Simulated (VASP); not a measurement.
# Nb (Fd-3m) in VASP: notebook

Runs on Nb. Level: PBE. Tasks: relaxation of cell and atoms.

Program: VASP 6.6.1. These are calculated values, not measurements. Logs are shortened: lines on timing, memory, paths and dates and some standing lists are left out, and cuts for length are marked.

**1. The cell of the first run**

Symmetry: Fd-3m, No. 227, cubic system. Conventional cell: a = 5.784 Å, b = 5.784 Å, c = 5.784 Å, α = 90.00°, β = 90.00°, γ = 90.00°. Nb (site symmetry -43m) has 4 Nb at 2.50 Å within 3.3 Å.

This isn't the form of Nb at room conditions, which is bcc.

**2. Relaxation of cell and atoms, PBE, target pressure -3.3 GPa, at which the enthalpy is minimised**

Contents of INCAR:

```
PREC = Accurate ; ENCUT = 600
EDIFF = 1E-7 ; ISMEAR = -1
SIGMA = 0.08 ; LREAL = F
LASPH = T ; NELM = 80
ALGO = Normal ; ISIF = 3
LWAVE = F ; LCHARG = F
GGA = PE ; IBRION = 2
NSW = 60 ; EDIFFG = -0.005
PSTRESS = -33.0
```

Contents of KPOINTS:

```
Automatic mesh
0
Gamma
  12 12 12
```

Contents of POSCAR:

```
Nb
1.0
    0.0000000000      2.8922031288      2.8922031288
    2.8922031288      0.0000000000      2.8922031288
    2.8922031288      2.8922031288      0.0000000000
Nb
2
Direct
   -0.1250000000     -0.1250000000     -0.1250000000
    0.1250000000      0.1250000000      0.1250000000
```

Potentials or basis: VASP PAW PBE potentials, release 64 (Nb_sv).

Run with:

```bash
$ cat potpaw_PBE.64/Nb_sv/POTCAR > POTCAR
$ mpirun -np 1 vasp_std > vasp.out
```

OUTCAR:

```text
PREC = Accurate
   ENCUT = 600
   EDIFF = 1E-7
   ISMEAR = -1
   LREAL = F
   LASPH = T
   NELM = 80
   ISIF = 3
   GGA = PE
   IBRION = 2
   NSW = 60
   EDIFFG = -0.005
   PSTRESS = -33.0

 ion  position               nearest neighbor table
   1  0.875  0.875  0.875-   2 2.50   2 2.50   2 2.50   2 2.50
   2  0.125  0.125  0.125-   1 2.50   1 2.50   1 2.50   1 2.50

  LATTYP: Found a face centered cubic cell.
 ALAT       =     5.7844062576

  Lattice vectors:

 A1 = (   0.0000000000,   2.8922031288,   2.8922031288)
 A2 = (   2.8922031288,   0.0000000000,   2.8922031288)
 A3 = (   2.8922031288,   2.8922031288,   0.0000000000)

Analysis of symmetry for initial positions (statically):
=====================================================================
 Subroutine PRICEL returns:
 Original cell was already a primitive cell.

 Routine SETGRP: Setting up the symmetry group for a
 face centered cubic supercell.

 Subroutine GETGRP returns: Found 48 space group operations
 (whereof 12 operations were pure point group operations)
 out of a pool of 48 trial point group operations.

The static configuration has the point symmetry D_3d.
 The point group associated with its full space group is O_h .

Analysis of symmetry for dynamics (positions and initial velocities):
=====================================================================
 Subroutine PRICEL returns:
 Original cell was already a primitive cell.

 Routine SETGRP: Setting up the symmetry group for a
 face centered cubic supercell.

 Subroutine GETGRP returns: Found 48 space group operations
 (whereof 12 operations were pure point group operations)
 out of a pool of 48 trial point group operations.

The dynamic configuration has the point symmetry D_3d.
 The point group associated with its full space group is O_h .

 Subroutine INISYM returns: Found 48 space group operations
 (whereof 12 operations are pure point group operations),
 and found     1 'primitive' translations

----------------------------------------------------------------------------------------

                                     Primitive cell

  volume of cell :      48.3856

  direct lattice vectors                    reciprocal lattice vectors
     0.000000000  2.892203129  2.892203129    -0.172878590  0.172878590  0.172878590
     2.892203129  0.000000000  2.892203129     0.172878590 -0.172878590  0.172878590
     2.892203129  2.892203129  0.000000000     0.172878590  0.172878590 -0.172878590

  length of vectors
     4.090192890  4.090192890  4.090192890     0.299434502  0.299434502  0.299434502

  position of ions in fractional coordinates (direct lattice)
     0.875000000  0.875000000  0.875000000
     0.125000000  0.125000000  0.125000000

  ion indices of the primitive-cell ions
   primitive index   ion index
                 1           1
                 2           2

----------------------------------------------------------------------------------------

 KPOINTS: Automatic mesh

Automatic generation of k-mesh.
 Grid dimensions read from file:
 generate k-points for:   12   12   12

 Generating k-lattice:

  Cartesian coordinates                     Fractional coordinates (reciprocal lattice)
    -0.014406549  0.014406549  0.014406549     0.083333333  0.000000000  0.000000000
     0.014406549 -0.014406549  0.014406549     0.000000000  0.083333333  0.000000000
     0.014406549  0.014406549 -0.014406549     0.000000000  0.000000000  0.083333333

  Length of vectors
     0.024952875  0.024952875  0.024952875

  Shift w.r.t. Gamma in fractional coordinates (k-lattice)
     0.000000000  0.000000000  0.000000000

 Subroutine IBZKPT returns following result:
 ===========================================

 Found     72 irreducible k-points:

 Following reciprocal coordinates:
            Coordinates               Weight
  0.000000  0.000000  0.000000      1.000000
  0.083333  0.000000  0.000000      8.000000
  0.166667  0.000000  0.000000      8.000000
  0.250000  0.000000  0.000000      8.000000
  0.333333  0.000000  0.000000      8.000000
  0.416667  0.000000  0.000000      8.000000
[... 16 lines left out ...]
  0.500000  0.166667  0.000000     24.000000
 -0.416667  0.166667  0.000000     24.000000
 [... further k-points ...]
   k-points           NKPTS =     72   k-points in BZ     NKDIM =     72   number of bands    NBANDS=     17
   number of dos      NEDOS =    301   number of ions     NIONS =      2
   total plane-waves  NPLWV =  46656
   dimension x,y,z NGX =    36 NGY =   36 NGZ =   36
   dimension x,y,z NGXF=    72 NGYF=   72 NGZF=   72
   ions per type =               2
   NGX,Y,Z   is equivalent  to a cutoff of  14.63, 14.63, 14.63 a.u.
   NGXF,Y,Z  is equivalent  to a cutoff of  29.26, 29.26, 29.26 a.u.
 SYSTEM =  unknown system
   PREC   = accura    normal or accurate (medium, high low for compatibility)
   ISTART =      0    job   : 0-new  1-cont  2-samecut
   ICHARG =      2    charge: 1-file 2-atom 10-const
   ISPIN  =      1    spin polarized calculation?
   LNONCOLLINEAR =      F non collinear calculations
   LSORBIT =      F    spin-orbit coupling
   LASPH  =      T    aspherical Exc in radial PAW
   ENCUT  =  600.0 eV  44.10 Ry    6.64 a.u.   8.17  8.17  8.17*2*pi/ulx,y,z
   NELM   =     80;   NELMIN=  2; NELMDL= -5     # of ELM steps
   EDIFF  = 0.1E-06   stopping-criterion for ELM
   LREAL  =      F    real-space projection
   EDIFFG = -.5E-02   stopping-criterion for IOM
   NSW    =     60    number of steps for IOM
   IBRION =      2    ionic relax: 0-MD 1-quasi-New 2-CG
   NFREE  =      1    steps in history (QN), initial steepest desc. (CG)
   ISIF   =      3    stress and relaxation
   ISYM   =      2    0-nonsym 1-usesym 2-fastsym
   POTIM  = 0.5000    time-step for ionic-motion
   TEBEG  =    0.0;   TEEND  =   0.0 temperature during run
   PSTRESS=  -33.0 pullay stress
   NELECT =      26.0000    total number of electrons
   NUPDOWN=      -1.0000    fix difference up-down
   EMIN   =  10.00;   EMAX   =-10.00  energy-range for DOS
   EFERMI =   0.00;   METHOD = LEGACY
   ISMEAR =    -1;   SIGMA  =   0.08  broadening in eV -4-tet -1-fermi 0-gaus
   EFERMI_NEDOS =   21; number of points for ismear=-14 and -15
   IALGO  =     38    algorithm
   IMIX   =      4    mixing-type and parameters
     AMIX     =   0.40;   BMIX     =  1.00
     AMIX_MAG =   1.60;   BMIX_MAG =  1.00
  volume/ion in A,a.u.               =      24.19       163.26
  Fermi-wavevector in a.u.,A,eV,Ry     =   1.330946  2.515124 24.101601  1.771418
  Thomas-Fermi vector in A             =   2.459995
   LORBIT       =      0    0 simple, 1 ext, 2 COOP (PROOUT), +10 PAW based schemes
   GGA     = PE    functional components
   LHFCALC =     F    Hartree Fock is set to
   AEXX    =    0.0000 exact exchange contribution
   IVDW    =     0    specifies the selected vdW correction
   LEPSILON=     F    determine dielectric tensor
   LRPA    =     F    only Hartree local field effects (RPA)
 conjugate gradient relaxation of ions
 non-spin polarized calculation
  energy-cutoff  :      600.00
  volume of cell :       48.39
 maximum number of plane-waves:      1639
 NGX is ok and might be reduce to    36
   NGX = 17   NGY = 17   NGZ = 17

--------------------------------------- Ionic step        1  -------------------------------------------

 number of electron      26.0000000 magnetization

 Free energy of the ion-electron system (eV)
  ---------------------------------------------------
  ext. energy  EPLUGINS =         0.00000000
  ---------------------------------------------------
  free energy    TOTEN  =       -15.34233033 eV

  energy without entropy =      -15.27868033  energy(sigma->0) =      -15.31050533

------------------------ aborting loop because EDIFF is reached ----------------------------------------

  FORCE on cell =-STRESS in cart. coord.  units (eV):
  Direction    XX          YY          ZZ          XY          YZ          ZX
  --------------------------------------------------------------------------------------
  -------------------------------------------------------------------------------------
  Total        1.4852349      1.4852349      1.4852349     -0.0000000     -0.0000000      0.0000000
  in kB       49.1800935     49.1800935     49.1800935     -0.0000000     -0.0000000      0.0000000
  external PRESSURE =      82.1800935 kB  Pullay stress =     -33.0000000 kB

 VOLUME and BASIS-vectors are now :
 -----------------------------------------------------------------------------
  energy-cutoff  :      600.00
  volume of cell :       48.39
      direct lattice vectors                 reciprocal lattice vectors
     0.000000000  2.892203129  2.892203129    -0.172878590  0.172878590  0.172878590
     2.892203129  0.000000000  2.892203129     0.172878590 -0.172878590  0.172878590
     2.892203129  2.892203129  0.000000000     0.172878590  0.172878590 -0.172878590
[... 8 lines left out ...]
  FREE ENERGIE OF THE ION-ELECTRON SYSTEM (eV)
  ---------------------------------------------------
  free  energy   TOTEN  =       -15.3423303332 eV

  energy  without entropy=      -15.2786803321  energy(sigma->0) =      -15.31050533

  enthalpy is  TOTEN    =       -16.3389276830 eV   P V=       -0.9965973498

--------------------------------------- Ionic step        2  -------------------------------------------

 number of electron      25.9999999 magnetization

 E-fermi :   5.6038     XC(G=0):  -9.8267

 val. band max:        5.6017600579   @ k =  -0.4167   0.2500   0.0000
 cond. band min:       5.6257646778   @ k =   0.5000   0.1667   0.0000
 fundamental gap:      0.0240046199
 Fermi energy:         5.6037512926

 k-point     1 :       0.0000    0.0000    0.0000
  band No.  band energies     occupation
      1     -48.8801      2.00000
      2     -48.4143      2.00000
      3     -25.1996      2.00000
      4     -25.1996      2.00000
      5     -25.1996      2.00000
      6     -24.3542      2.00000
[... 9 lines left out ...]
     16       7.3451      0.00000
     17       7.3451      0.00000
[... 489 lines left out ...]
  FREE ENERGIE OF THE ION-ELECTRON SYSTEM (eV)
  ---------------------------------------------------
  free  energy   TOTEN  =       -15.2713989305 eV

  energy  without entropy=      -15.1800264258  energy(sigma->0) =      -15.22571268

  enthalpy is  TOTEN    =       -16.4579091592 eV   P V=       -1.1865102287

--------------------------------------- Ionic step        3  -------------------------------------------

 number of electron      26.0000001 magnetization

 Free energy of the ion-electron system (eV)
  ---------------------------------------------------
  ext. energy  EPLUGINS =         0.00000000
  ---------------------------------------------------
  free energy    TOTEN  =       -15.35795034 eV

  energy without entropy =      -15.27504636  energy(sigma->0) =      -15.31649835

 E-fermi :   6.1275     XC(G=0): -10.0662

 val. band max:        6.1248377017   @ k =   0.5000   0.2500   0.0000
 cond. band min:       6.1456683701   @ k =  -0.4167   0.4167   0.0833
 fundamental gap:      0.0208306684
 Fermi energy:         6.1275475743

 k-point     1 :       0.0000    0.0000    0.0000
  band No.  band energies     occupation
      1     -48.3568      2.00000
      2     -47.7945      2.00000
      3     -24.7128      2.00000
      4     -24.7128      2.00000
      5     -24.7128      2.00000
      6     -23.7423      2.00000
[... 9 lines left out ...]
     16       7.9461      0.00000
     17       7.9461      0.00000
[... 482 lines left out ...]
 POSITION                                       TOTAL-FORCE (eV/Angst)
 -----------------------------------------------------------------------------------
      5.26885      5.26885      5.26885         0.000000     -0.000000     -0.000000
      0.75269      0.75269      0.75269        -0.000000      0.000000      0.000000
 -----------------------------------------------------------------------------------
    total drift:                                0.000000      0.000000      0.000000

  FREE ENERGIE OF THE ION-ELECTRON SYSTEM (eV)
  ---------------------------------------------------
  free  energy   TOTEN  =       -15.3579503380 eV

  energy  without entropy=      -15.2750463625  energy(sigma->0) =      -15.31649835

  enthalpy is  TOTEN    =       -16.4822110995 eV   P V=       -1.1242607614

 reached required accuracy - stopping structural energy minimisation
```

Wall time 4 min (1 thread of Intel Xeon 8259CL, shared host); peak memory 0.24 GiB.

What came out:

```yaml
Free_energy: -15.3580 eV
Relaxed_volume: 27.29 Å³/atom
Relaxed_cell: a = 4.258 Å, b = 4.258 Å, c = 4.258 Å, α = 60.00°, β = 60.00°, γ = 60.00°
Space_group_after_relaxing_to_0.1_Å: Fd-3m (No. 227)
Energy_change_on_relaxing_the_run_minimises_the_enthalpy: -7.8 meV/atom
Ionic_steps: 3
Pressure_after_relaxing: -3.3 GPa
Band_gap_on_the_k_mesh: zero (bands 13 and 14 overlap by 1.31 eV)
```

Step by step:
```tsv
step	energy change (eV)	largest force (eV/Å)	pressure (GPa)	volume (Å³)
1	0.0000	0.0000	4.92	48.39
2	0.0709	0.0000	-5.77	57.61
3	-0.0156	0.0000	-3.27	54.58
```

Final structure:
```
CELL_PARAMETERS angstrom
0.00000 3.01077 3.01077
3.01077 0.00000 3.01077
3.01077 3.01077 0.00000
ATOMIC_POSITIONS crystal
Nb 0.87500 0.87500 0.87500
Nb 0.12500 0.12500 0.12500
```

Caveat: the cell is relaxed towards a set pressure, so the run minimises the enthalpy, not the energy.

**3. Relaxation of cell and atoms, PBE, target pressure -3.3 GPa, at which the enthalpy is minimised**

This run uses another cell than the first one, of 27.31 Å³/atom.

Contents of INCAR:

```
PREC = Accurate
ENCUT = 600
EDIFF = 1E-6
ISMEAR = -1
SIGMA = 0.08
LREAL = F
LASPH = T
NELM = 100
ALGO = Normal
ISIF = 3
LWAVE = F
LCHARG = F
GGA = PE
IBRION = 2
NSW = 32
EDIFFG = -0.005
PSTRESS = -33.0
```

Contents of KPOINTS:

```
regular mesh
0
Gamma
  12 12 12
```

Contents of POSCAR:

```
Nb
1.0
    0.0000000000      3.0113314931      3.0113314931
    3.0113314931      0.0000000000      3.0113314931
    3.0113314931      3.0113314931      0.0000000000
Nb
2
Direct
   -0.1250000000     -0.1250000000     -0.1250000000
    0.1250000000      0.1250000000      0.1250000000
```

Potentials or basis: VASP PAW PBE potentials, release 64 (Nb_sv).

Run with:

```bash
$ cat potpaw_PBE.64/Nb_sv/POTCAR > POTCAR
$ mpirun -np 1 vasp_std > vasp.out
```

OUTCAR:

```text
PREC = Accurate
   ENCUT = 600
   EDIFF = 1E-6
   ISMEAR = -1
   LREAL = F
   LASPH = T
   NELM = 100
   ISIF = 3
   GGA = PE
   IBRION = 2
   NSW = 32
   EDIFFG = -0.005
   PSTRESS = -33.0

 ion  position               nearest neighbor table
   1  0.875  0.875  0.875-   2 2.61   2 2.61   2 2.61   2 2.61
   2  0.125  0.125  0.125-   1 2.61   1 2.61   1 2.61   1 2.61

  LATTYP: Found a face centered cubic cell.
 ALAT       =     6.0226629862

  Lattice vectors:

 A1 = (   0.0000000000,   3.0113314931,   3.0113314931)
[... 664 lines left out ...]
     16       8.3011      0.00000
     17       8.7023      0.00000

 [... further k-points ...]
[... 5 lines left out ...]
  --------------------------------------------------------------------------------------
  -------------------------------------------------------------------------------------
  Total       -1.1224996     -1.1224996     -1.1224996     -0.0000000      0.0000000      0.0000000
  in kB      -32.9299519    -32.9299519    -32.9299519     -0.0000000      0.0000000      0.0000000
  external PRESSURE =       0.0700481 kB  Pullay stress =     -33.0000000 kB

 VOLUME and BASIS-vectors are now :
 -----------------------------------------------------------------------------
  energy-cutoff  :      600.00
  volume of cell :       54.61
      direct lattice vectors                 reciprocal lattice vectors
     0.000000000  3.011331493  3.011331493    -0.166039508  0.166039508  0.166039508
     3.011331493  0.000000000  3.011331493     0.166039508 -0.166039508  0.166039508
     3.011331493  3.011331493  0.000000000     0.166039508  0.166039508 -0.166039508

 POSITION                                       TOTAL-FORCE (eV/Angst)
 -----------------------------------------------------------------------------------
      5.26983      5.26983      5.26983         0.000000     -0.000000     -0.000000
      0.75283      0.75283      0.75283        -0.000000      0.000000      0.000000
 -----------------------------------------------------------------------------------
    total drift:                                0.000000      0.000000      0.000000

  FREE ENERGIE OF THE ION-ELECTRON SYSTEM (eV)
  ---------------------------------------------------
  free  energy   TOTEN  =       -15.3597939924 eV

  energy  without entropy=      -15.2767963143  energy(sigma->0) =      -15.31829515

  enthalpy is  TOTEN    =       -16.4846813904 eV   P V=       -1.1248873981

 reached required accuracy - stopping structural energy minimisation
```

CONTCAR:

```text
Nb
   1.00000000000000
     0.0000000000000000    3.0113314931000001    3.0113314931000001
     3.0113314931000001    0.0000000000000000    3.0113314931000001
     3.0113314931000001    3.0113314931000001    0.0000000000000000
  Nb
     2
Direct
     0.8750000000000000    0.8750000000000000    0.8750000000000000
     0.1250000000000000    0.1250000000000000    0.1250000000000000

  0.00000000E+00  0.00000000E+00  0.00000000E+00
  0.00000000E+00  0.00000000E+00  0.00000000E+00
```

Run time: 75 s. Hardware: 1 thread of Intel Xeon 8259CL, shared host; peak memory 0.24 GiB.

What came out:

* Free energy: -15.3598 eV
* Pressure after relaxing: -3.3 GPa
* Band gap on the k mesh: zero (bands 13 and 14 overlap by 1.31 eV)

Final structure:
```yaml
crystal:
  lattice:
    - [0.00000, 3.01133, 3.01133]
    - [3.01133, 0.00000, 3.01133]
    - [3.01133, 3.01133, 0.00000]
  atoms:
    - { symbol: Nb, position: [0.87500, 0.87500, 0.87500] }
    - { symbol: Nb, position: [0.12500, 0.12500, 0.12500] }
```

Caveat: the relaxation stopped at its first step, so nothing moved; the cell is relaxed towards a set pressure, so the run minimises the enthalpy, not the energy.
